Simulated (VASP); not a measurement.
# Hf (Fm-3m) in VASP: a series of runs

Runs on Hf. Level: LDA. Tasks: single point, relaxation of cell and atoms.

Everything below comes from runs of VASP 6.6.1. Logs are shortened: lines on timing, memory, paths and dates and some standing lists are left out, and cuts for length are marked.

## Step 1: The cell of the first run

Symmetry: Fm-3m, No. 225, cubic system. Conventional cell: a = 4.528 Å, b = 4.528 Å, c = 4.528 Å, α = 90.00°, β = 90.00°, γ = 90.00°. Hf (site symmetry m-3m) has 12 Hf at 3.20 Å within 4.2 Å.

## Step 2: Single point, LDA (volume scaled by 1.12)

INCAR

```
SYSTEM = Hf
PREC = Accurate ; ENCUT = 520
EDIFF = 1E-6 ; ISMEAR = -1
SIGMA = 0.1 ; LREAL = .False.
LASPH = .True. ; NELM = 80
ALGO = Normal ; ISIF = 2
LWAVE = .False. ; LCHARG = .True.
GGA = CA ; LELF = .True.
LVHAR = .True. ; NBANDS = 11
```

KPOINTS

```
Automatic mesh
0
Gamma
  14 14 14
  0 0 0
```

POSCAR

```
Hf
1.0
    0.0000000000      2.2642361502      2.2642361502
    2.2642361502      0.0000000000      2.2642361502
    2.2642361502      2.2642361502      0.0000000000
Hf
1
Direct
    0.0000000000      0.0000000000      0.0000000000
```

Potentials or basis: VASP PAW LDA potentials, release 64 (Hf_pv).

Command:

```console
cat potpaw_LDA.64/Hf_pv/POTCAR > POTCAR
mpirun -np 1 vasp_std > vasp.out
```

OUTCAR:

```text
SYSTEM = Hf
   PREC = Accurate
   ENCUT = 520
   EDIFF = 1E-6
   ISMEAR = -1
   LREAL = .False.
   LASPH = .True.
   NELM = 80
   ISIF = 2
   GGA = CA

 ion  position               nearest neighbor table
   1  0.000  0.000  0.000-

  LATTYP: Found a face centered cubic cell.
 ALAT       =     4.5284723004

  Lattice vectors:

 A1 = (   0.0000000000,   2.2642361502,   2.2642361502)
 A2 = (   2.2642361502,   0.0000000000,   2.2642361502)
 A3 = (   2.2642361502,   2.2642361502,   0.0000000000)

Analysis of symmetry for initial positions (statically):
[... 6 lines left out ...]

 Subroutine GETGRP returns: Found 48 space group operations
 (whereof 48 operations were pure point group operations)
 out of a pool of 48 trial point group operations.

The static configuration has the point symmetry O_h .

Analysis of symmetry for dynamics (positions and initial velocities):
[... 6 lines left out ...]

 Subroutine GETGRP returns: Found 48 space group operations
 (whereof 48 operations were pure point group operations)
 out of a pool of 48 trial point group operations.

The dynamic configuration has the point symmetry O_h .

 Subroutine INISYM returns: Found 48 space group operations
 (whereof 48 operations are pure point group operations),
 and found     1 'primitive' translations

----------------------------------------------------------------------------------------

                                     Primitive cell

  volume of cell :      23.2164

  direct lattice vectors                    reciprocal lattice vectors
     0.000000000  2.264236150  2.264236150    -0.220825023  0.220825023  0.220825023
     2.264236150  0.000000000  2.264236150     0.220825023 -0.220825023  0.220825023
     2.264236150  2.264236150  0.000000000     0.220825023  0.220825023 -0.220825023

  length of vectors
     3.202113472  3.202113472  3.202113472     0.382480159  0.382480159  0.382480159

  position of ions in fractional coordinates (direct lattice)
     0.000000000  0.000000000  0.000000000

  ion indices of the primitive-cell ions
   primitive index   ion index
                 1           1

----------------------------------------------------------------------------------------

 KPOINTS: Automatic mesh

Automatic generation of k-mesh.
 Grid dimensions read from file:
 generate k-points for:   14   14   14

 Generating k-lattice:

  Cartesian coordinates                     Fractional coordinates (reciprocal lattice)
    -0.015773216  0.015773216  0.015773216     0.071428571  0.000000000  0.000000000
     0.015773216 -0.015773216  0.015773216     0.000000000  0.071428571  0.000000000
     0.015773216  0.015773216 -0.015773216     0.000000000  0.000000000  0.071428571

  Length of vectors
     0.027320011  0.027320011  0.027320011

  Shift w.r.t. Gamma in fractional coordinates (k-lattice)
     0.000000000  0.000000000  0.000000000

 Subroutine IBZKPT returns following result:
 ===========================================

 Found    104 irreducible k-points:

 Following reciprocal coordinates:
            Coordinates               Weight
  0.000000  0.000000  0.000000      1.000000
  0.071429  0.000000  0.000000      8.000000
  0.142857  0.000000  0.000000      8.000000
  0.214286  0.000000  0.000000      8.000000
  0.285714  0.000000  0.000000      8.000000
  0.357143  0.000000  0.000000      8.000000
[... 16 lines left out ...]
  0.214286  0.142857  0.000000     24.000000
  0.285714  0.142857  0.000000     24.000000
 [... further k-points ...]
   k-points           NKPTS =    104   k-points in BZ     NKDIM =    104   number of bands    NBANDS=     11
   number of dos      NEDOS =    301   number of ions     NIONS =      1
   total plane-waves  NPLWV =  13824
   dimension x,y,z NGX =    24 NGY =   24 NGZ =   24
   dimension x,y,z NGXF=    48 NGYF=   48 NGZF=   48
   ions per type =               1
   NGX,Y,Z   is equivalent  to a cutoff of  12.46, 12.46, 12.46 a.u.
   NGXF,Y,Z  is equivalent  to a cutoff of  24.92, 24.92, 24.92 a.u.
 SYSTEM =  Hf
   PREC   = accura    normal or accurate (medium, high low for compatibility)
   ISTART =      0    job   : 0-new  1-cont  2-samecut
   ICHARG =      2    charge: 1-file 2-atom 10-const
   ISPIN  =      1    spin polarized calculation?
   LNONCOLLINEAR =      F non collinear calculations
   LSORBIT =      F    spin-orbit coupling
   LASPH  =      T    aspherical Exc in radial PAW
   ENCUT  =  520.0 eV  38.22 Ry    6.18 a.u.   5.95  5.95  5.95*2*pi/ulx,y,z
   NELM   =     80;   NELMIN=  2; NELMDL= -5     # of ELM steps
   EDIFF  = 0.1E-05   stopping-criterion for ELM
   LREAL  =      F    real-space projection
   EDIFFG = 0.1E-04   stopping-criterion for IOM
   NSW    =      0    number of steps for IOM
   IBRION =     -1    ionic relax: 0-MD 1-quasi-New 2-CG
   NFREE  =      0    steps in history (QN), initial steepest desc. (CG)
   ISIF   =      2    stress and relaxation
   ISYM   =      2    0-nonsym 1-usesym 2-fastsym
   POTIM  = 0.5000    time-step for ionic-motion
   TEBEG  =    0.0;   TEEND  =   0.0 temperature during run
   PSTRESS=    0.0 pullay stress
   NELECT =      10.0000    total number of electrons
   NUPDOWN=      -1.0000    fix difference up-down
   EMIN   =  10.00;   EMAX   =-10.00  energy-range for DOS
   EFERMI =   0.00;   METHOD = LEGACY
   ISMEAR =    -1;   SIGMA  =   0.10  broadening in eV -4-tet -1-fermi 0-gaus
   EFERMI_NEDOS =   21; number of points for ismear=-14 and -15
   IALGO  =     38    algorithm
   IMIX   =      4    mixing-type and parameters
     AMIX     =   0.40;   BMIX     =  1.00
     AMIX_MAG =   1.60;   BMIX_MAG =  1.00
  volume/ion in A,a.u.               =      23.22       156.67
  Fermi-wavevector in a.u.,A,eV,Ry     =   1.236355  2.336372 20.797500  1.528573
  Thomas-Fermi vector in A             =   2.370967
   LORBIT       =      0    0 simple, 1 ext, 2 COOP (PROOUT), +10 PAW based schemes
   GGA     = CA    functional components
   LHFCALC =     F    Hartree Fock is set to
   AEXX    =    0.0000 exact exchange contribution
   IVDW    =     0    specifies the selected vdW correction
   LEPSILON=     F    determine dielectric tensor
   LRPA    =     F    only Hartree local field effects (RPA)
 non-spin polarized calculation
  energy-cutoff  :      520.00
  volume of cell :       23.22
 maximum number of plane-waves:       637
   NGX = 11   NGY = 11   NGZ = 11

 number of electron      10.0000000 magnetization

 Free energy of the ion-electron system (eV)
  ---------------------------------------------------
  ext. energy  EPLUGINS =         0.00000000
  ---------------------------------------------------
  free energy    TOTEN  =       -10.56699623 eV

  energy without entropy =      -10.51488864  energy(sigma->0) =      -10.54094243

 E-fermi :   4.3621     XC(G=0): -11.3049

 val. band max:        4.3478634475   @ k =   0.2857   0.1429   0.0714
 cond. band min:       4.3756120082   @ k =   0.2857   0.0000   0.0000
 fundamental gap:      0.0277485607
 Fermi energy:         4.3621114832

 k-point     1 :       0.0000    0.0000    0.0000
  band No.  band energies     occupation
      1     -25.6375      2.00000
      2     -25.6375      2.00000
      3     -25.6375      2.00000
      4      -2.6641      2.00000
      5       5.6660      0.00000
      6       5.6660      0.00000
      7       5.6660      0.00000
      8       8.2813      0.00000
      9       8.2813      0.00000
     10      15.6614      0.00000
     11      16.3361      0.00000

 k-point     2 :       0.0714    0.0000    0.0000
  band No.  band energies     occupation
      1     -25.6759      2.00000
      2     -25.6425      2.00000
      3     -25.6425      2.00000
      4      -2.4925      2.00000
      5       5.4986      0.00002
      6       5.7478      0.00000
      7       5.7478      0.00000
      8       8.1962      0.00000
      9       8.1962      0.00000
     10      16.0376      0.00000
     11      16.3358      0.00000

 k-point     3 :       0.1429    0.0000    0.0000
  band No.  band energies     occupation
      1     -25.7821      2.00000
      2     -25.6562      2.00000
      3     -25.6562      2.00000
      4      -2.0005      2.00000
      5       5.0940      0.00133
      6       5.9356      0.00000
      7       5.9356      0.00000
      8       8.0454      0.00000
      9       8.0454      0.00000
     10      16.3339      0.00000
     11      16.8431      0.00000

 k-point     4 :       0.2143    0.0000    0.0000
  band No.  band energies     occupation
      1     -25.9323      2.00000
      2     -25.6761      2.00000
      3     -25.6761      2.00000
      4      -1.2624      2.00000
      5       4.6535      0.10294
      6       6.0400      0.00000
      7       6.0400      0.00000
      8       8.1101      0.00000
      9       8.1101      0.00000
     10      16.1113      0.00000
     11      16.3503      0.00000

 k-point     5 :       0.2857    0.0000    0.0000
  band No.  band energies     occupation
      1     -26.0946      2.00000
      2     -25.6980      2.00000
      3     -25.6980      2.00000
      4      -0.4216      2.00000
      5       4.3756      0.93260
      6       5.9175      0.00000
      7       5.9175      0.00000
      8       8.5898      0.00000
      9       8.5898      0.00000
     10      15.1052      0.00000
     11      16.3386      0.00000
[... 211 lines left out ...]
 k-point    21 :      -0.0714    0.0714    0.0000
  band No.  band energies     occupation
      1     -25.7286      2.00000
      2     -25.6646      2.00000
      3     -25.6443      2.00000
      4      -2.2133      2.00000
      5       5.2415      0.00030
      6       5.8746      0.00000
      7       5.8803      0.00000
      8       7.8818      0.00000
      9       8.2844      0.00000
     10      16.3352      0.00000
     11      16.6167      0.00000

 k-point    22 :       0.1429    0.1429    0.0000
  band No.  band energies     occupation
      1     -25.7782      2.00000
      2     -25.6881      2.00000
      3     -25.6881      2.00000
      4      -1.7779      2.00000
      5       4.7744      0.03189
      6       6.1995      0.00000
      7       6.1995      0.00000
      8       7.1340      0.00000
      9       8.6021      0.00000
     10      16.3350      0.00000
     11      17.5328      0.00000

 k-point    23 :       0.2143    0.1429    0.0000
  band No.  band energies     occupation
      1     -25.8757      2.00000
      2     -25.7131      2.00000
      3     -25.7072      2.00000
      4      -1.2217      2.00000
      5       4.3931      0.84637
      6       6.2219      0.00000
      7       6.4527      0.00000
      8       6.9787      0.00000
      9       8.7701      0.00000
     10      16.3337      0.00000
     11      17.9708      0.00000

 k-point    24 :       0.2857    0.1429    0.0000
  band No.  band energies     occupation
      1     -26.0086      2.00000
      2     -25.7378      2.00000
      3     -25.7303      2.00000
      4      -0.4588      2.00000
      5       4.0640      1.90344
      6       5.7246      0.00000
      7       6.5434      0.00000
      8       7.5952      0.00000
      9       9.1228      0.00000
     10      16.3246      0.00000
     11      16.8488      0.00000

 [... further k-points ...]
[... 5 lines left out ...]
  --------------------------------------------------------------------------------------
  -------------------------------------------------------------------------------------
  Total       -1.5390564     -1.5390564     -1.5390564     -0.0000000     -0.0000000      0.0000000
  in kB     -106.2111152   -106.2111152   -106.2111152     -0.0000000     -0.0000000      0.0000000
  external PRESSURE =    -106.2111152 kB  Pullay stress =       0.0000000 kB

 VOLUME and BASIS-vectors are now :
 -----------------------------------------------------------------------------
  energy-cutoff  :      520.00
  volume of cell :       23.22
      direct lattice vectors                 reciprocal lattice vectors
     0.000000000  2.264236150  2.264236150    -0.220825023  0.220825023  0.220825023
     2.264236150  0.000000000  2.264236150     0.220825023 -0.220825023  0.220825023
     2.264236150  2.264236150  0.000000000     0.220825023  0.220825023 -0.220825023

 POSITION                                       TOTAL-FORCE (eV/Angst)
 -----------------------------------------------------------------------------------
      0.00000      0.00000      0.00000        -0.000000     -0.000000      0.000000
 -----------------------------------------------------------------------------------
    total drift:                                0.000000     -0.000000      0.000000

  FREE ENERGIE OF THE ION-ELECTRON SYSTEM (eV)
  ---------------------------------------------------
  free  energy   TOTEN  =       -10.5669962311 eV

  energy  without entropy=      -10.5148886351  energy(sigma->0) =      -10.54094243
```

Wall time 17 s (1 thread of AMD EPYC 7R43 (Zen 3), shared host); peak memory 0.11 GiB.

What came out:

- Free energy: -10.5670 eV
- Pressure: -10.6 GPa
- Band gap on the k mesh: zero (band 5 reaches 5.67 eV, above the bottom of band 6 at 3.74 eV)

Caveat: spin-orbit coupling is left out, which moves the levels of the heavy elements.

(Continued in part 2 of 2.)
